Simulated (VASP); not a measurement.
A run of VASP 6.6.1 is set up as follows.

File INCAR:

```
PREC     = Accurate       # precision mode
ENCUT    = 520            # plane-wave cutoff, eV
EDIFF    = 1E-6           # SCF threshold, eV
ISMEAR   = 0              # smearing method
SIGMA    = 0.1            # smearing width, eV
LREAL    = False          # projectors in reciprocal space
LASPH    = True           # aspherical terms in the spheres
NELM     = 100            # most SCF steps
ALGO     = Fast           # electronic algorithm
ISIF     = 2              # what is computed and relaxed
LWAVE    = False          # write WAVECAR
LCHARG   = False          # write CHGCAR
GGA      = PE             # functional
NBANDS   = 44             # bands
```

Contents of KPOINTS:

```
Automatic mesh
0
Gamma
  12 12 8
```

File POSCAR:

```
CoSn
1.0
    5.3247508109      0.0000000000      0.0000000000
   -2.6623754055      4.6113694711      0.0000000000
    0.0000000000      0.0000000000      4.2535822039
Co Sn
3 3
Direct
    0.0000000000      0.5000000000      0.0000000000
    0.5000000000      0.5000000000      0.0000000000
    0.5000000000      0.0000000000      0.0000000000
    0.6666666667      0.3333333333      0.5000000000
    0.3333333333      0.6666666667      0.5000000000
    0.0000000000      0.0000000000      0.0000000000
```

Potentials or basis: VASP PAW PBE potentials, release 64 (Co, Sn_d).

Run with:

```sh
$ cat potpaw_PBE.64/Co/POTCAR potpaw_PBE.64/Sn_d/POTCAR > POTCAR
$ mpirun -np 1 vasp_std > vasp.out
```

(1) What does it give for the band gap on the k mesh?

(2) Predict the pressure.

Results:

(1) zero (an odd number of electrons rules out a gap without spin polarisation).

(2) -2.1 GPa.

Caveat: spin-orbit coupling is left out, which moves the levels of the heavy elements; the run has no spin polarisation, though such a crystal can be magnetic.
